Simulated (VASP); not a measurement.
K4Mg3CrF12, 20 atoms in the cell. The typed cell holds 20 atoms: a = 5.642 Å, b = 5.642 Å, c = 7.979 Å, α = 90.00°, β = 90.00°, γ = 90.00°. 

| Item | Value |
| --- | --- |
| Program | VASP 6.6.1 |
| Task | single point |
| Functional | PBEsol |
| Potentials or basis | VASP PAW PBE potentials, release 64 (K_sv, Cr_pv, Mg, F) |
| Cutoff | 520 eV |
| k mesh | 3 × 3 × 2 |
| Occupations | gaussian, width 0.05 eV |
| Spin | collinear spin, ferromagnetic start |
| Starting moments | [0.0, 0.0, 0.0, 0.0, 3.41, 0.0, 0.0, 0.0, 0.02, 0.0, 0.02, 0.0, 0.0, 0.0, 0.0, 0.0, 0.02, 0.02, 0.0, 0.0] μB |
| Hubbard terms | Cr d U = 5.0 eV |
| Dipole correction | no |
| Further INCAR settings | LREAL = Auto; ALGO = Normal; EDIFF = 1e-06; NBANDS = 89 |

Potentials or basis: VASP PAW PBE potentials, release 64 (K_sv, Cr_pv, Mg, F).

Launch:

```bash
$ cat potpaw_PBE.64/K_sv/POTCAR potpaw_PBE.64/Cr_pv/POTCAR potpaw_PBE.64/Mg/POTCAR potpaw_PBE.64/F/POTCAR > POTCAR
$ mpirun -np 1 vasp_std > vasp.out
```

Hardware: 1 thread of Intel(R) Xeon(R) Platinum 8488C (Sapphire Rapids), with other jobs on the host.

Task: How long does it take, and how much memory?

Result: It took 13 min on 1 thread of Intel(R) Xeon(R) Platinum 8488C (Sapphire Rapids) (shared host), peak memory 0.56 GiB. Counts: scf iterations 18, k points 10.
